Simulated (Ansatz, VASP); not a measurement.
## NaAl2O3 in VASP and in Ansatz

Contents of POSCAR:

```
NaAl2O3
1.0
   -1.8564809040      1.8564809040      5.0651590101
    1.8564809040     -1.8564809040      5.0651590101
    1.8564809040      1.8564809040     -5.0651590101
Na Al O
1 2 3
Direct
    0.5000000000      0.5000000000      0.0000000000
    0.8223504107      0.8223504107      0.0000000000
    0.1776495893      0.1776495893      0.0000000000
    0.2500000000      0.7500000000      0.5000000000
    0.7500000000      0.2500000000      0.5000000000
    0.0000000000      0.0000000000      0.0000000000
```

INCAR.step1

```
SYSTEM = NaAl2O3
PREC = Accurate
ENCUT = 520
ISMEAR = 0
SIGMA = 0.1
LREAL = .FALSE.
LASPH = .TRUE.
NELM = 60
NBANDS = 24
GGA = PE
ALGO = Normal
EDIFF = 1E-4
LWAVE = .TRUE.
LCHARG = .FALSE.
```

File INCAR.step2:

```
SYSTEM = NaAl2O3
PREC = Accurate
ENCUT = 520
EDIFF = 1E-7
ISMEAR = 0
SIGMA = 0.1
LREAL = .FALSE.
LASPH = .TRUE.
NELM = 60
ALGO = Normal
ISIF = 2
LWAVE = .FALSE.
LCHARG = .FALSE.
METAGGA = R2SCAN
LMIXTAU = .TRUE.
NBANDS = 24
ISTART = 1
```

The input KPOINTS:

```
Automatic mesh
0
G
  12 12 12
  0 0 0
```

Input for Ansatz:

```yaml
crystal:
  lattice:
    - [-1.856480904, 1.856480904, 5.0651590101]
    - [1.856480904, -1.856480904, 5.0651590101]
    - [1.856480904, 1.856480904, -5.0651590101]
  atoms:
    - { symbol: Na, position: [0.5, 0.5, 0.0] }
    - { symbol: Al, position: [0.8223504107, 0.8223504107, 0.0] }
    - { symbol: Al, position: [0.1776495893, 0.1776495893, 0.0] }
    - { symbol: O, position: [0.25, 0.75, 0.5] }
    - { symbol: O, position: [0.75, 0.25, 0.5] }
    - { symbol: O, position: [0.0, 0.0, 0.0] }
basis:
  ecutwfc: 500
kpoints:
  mp_grid: { grid: [12, 12, 12] }
hamiltonian:
  xc: r2scan
scf:
  occupations: { method: gaussian, width: 0.1 }
output:
  forces: true
  stress: true
  eigenvalues: true
```

Alike in both runs: task single point; functional r2SCAN; k mesh 12 × 12 × 12; occupations gaussian, width 0.1 eV; no spin polarisation.

```csv
,VASP,Ansatz
version,VASP 6.6.1,Ansatz 0.2.0
potentials or method,"VASP PAW PBE potentials, release 64 (Na_pv, Al, O), cutoff 520 eV","scalar-relativistic, plane waves, PAW"
valence electrons in the cell,31,33
```

|  | VASP | Ansatz | Ansatz less VASP |
| --- | --- | --- | --- |
| gap on the k mesh at the Fermi level (eV) | none | none | - |
| pressure (GPa) | -4.7 | -4.4 | +0.31 |
| traceless stress, the component that is largest in VASP (GPa) | 0.65 | 0.50 | -0.151 |
| rms of the force components (eV/Å) | 0.001 | 0.005 | +0.0046 |

VASP's potentials were made for PBE, not for r2SCAN. Atom by atom the forces differ by 0.006 eV/Å (rms over components). A gap of «none» marks a metal or a gap that the smearing closes. With one functional, cell and mesh, what is left measures potentials, basis and numerics. VASP's potentials hold 31 valence electrons a cell and Ansatz's 33, so a difference there can come from the potentials and not from the codes.
